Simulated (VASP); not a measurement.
A run of VASP 6.6.1 is set up as follows.

The input POSCAR:

```
K
1.0
   10.2475994333      0.0000000000      0.0000000000
    0.0000000000     10.2475994333      0.0000000000
    0.0000000000      0.0000000000      4.3245980000
K
1
Direct
    0.0000000000      0.0000000000      0.0000000000
```

File INCAR.step1:

```
SYSTEM = K
PREC = Accurate
ENCUT = 520
ISMEAR = -1
SIGMA = 0.1
LREAL = .False.
LASPH = .True.
NELM = 80
NBANDS = 10
GGA = PE
ALGO = Normal
EDIFF = 1E-4
LWAVE = .True.
LCHARG = .False.
```

File INCAR.step2:

```
SYSTEM = K
PREC = Accurate
ENCUT = 520
EDIFF = 1E-7
ISMEAR = -1
SIGMA = 0.1
LREAL = .False.
LASPH = .True.
NELM = 80
ALGO = Normal
ISIF = 2
LWAVE = .False.
LCHARG = .False.
METAGGA = R2SCAN
LMIXTAU = .True.
NBANDS = 10
ISTART = 1
```

KPOINTS

```
regular mesh
0
Gamma
  4 4 8
  0 0 0
```

Potentials or basis: VASP PAW PBE potentials, release 64 (K_sv).

Launch:

```console
$ cat potpaw_PBE.64/K_sv/POTCAR > POTCAR
$ cp INCAR.step1 INCAR
$ mpirun -np 1 vasp_std > vasp.out
$ cp INCAR.step2 INCAR
$ mpirun -np 1 vasp_std > vasp.out
```

(1) What does it give for the pressure?

(2) Estimate the band gap on the k mesh.

Answers

(1) 0.0 GPa.

(2) zero (an odd number of electrons rules out a gap without spin polarisation).

Caveat: the PAW data sets were made with another functional, which shifts forces and pressure a little.
